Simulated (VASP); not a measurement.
Wanted: the native input for a VASP 6.6.1 run.

```
Task                   : electric field gradients
Functional             : LDA
Potentials or basis    : VASP PAW LDA potentials, release 64 (Sr_sv, O)
Cutoff                 : 520 eV
k mesh                 : 8 × 8 × 8
Occupations            : fermi-dirac, width 0.02 eV
Spin                   : no spin polarisation
Dipole correction      : no
Further INCAR settings : ALGO = Normal; EDIFF = 1e-08; NBANDS = 15
```

The structure of SrO lies in POSCAR:

```
SrO
1.0
    0.0000000000      2.6468940000      2.5698000000
    2.6468940000      0.0000000000      2.5698000000
    2.6468940000      2.6468940000      0.0000000000
Sr O
1 1
Direct
    0.0000000000      0.0000000000      0.0000000000
    0.5000000000      0.5000000000      0.5000000000
```

This cell differs from its parent crystal: equal xx and yy strain of +3 %.

The input as run:

INCAR

```
ALGO = Normal ; EDIFF = 1E-8
ENCUT = 520 ; ISIF = 2
ISMEAR = -1 ; LASPH = True
LCHARG = False ; LEFG = True
LREAL = False ; LWAVE = False
NBANDS = 15 ; NELM = 60
PREC = Accurate ; SIGMA = 0.02
```

KPOINTS

```
k-points
0
Gamma
  8 8 8
```

Potentials or basis: VASP PAW LDA potentials, release 64 (Sr_sv, O).

Command:

```bash
$ cat potpaw_LDA.64/Sr_sv/POTCAR potpaw_LDA.64/O/POTCAR > POTCAR
$ mpirun -np 1 vasp_std > vasp.out
```

It gave:

```json
{
 "Pressure": "-7.8 GPa",
 "Band gap on the k mesh": "3.00 eV (least direct gap 3.22 eV)",
 "Largest electric field gradient by atom": "Sr -29.0; O -9.9 V/Å²"
}
```

Caveat: the cell differs from its parent crystal (equal xx and yy strain of +3 %); the cell stands under tension; without QUAD_EFG the Cq values of the log hold for a quadrupole moment of 1 mb, not for the nuclei.

Run time: 61 s on 1 thread of Intel Xeon 8259CL, on a shared host, peak memory 0.16 GiB.
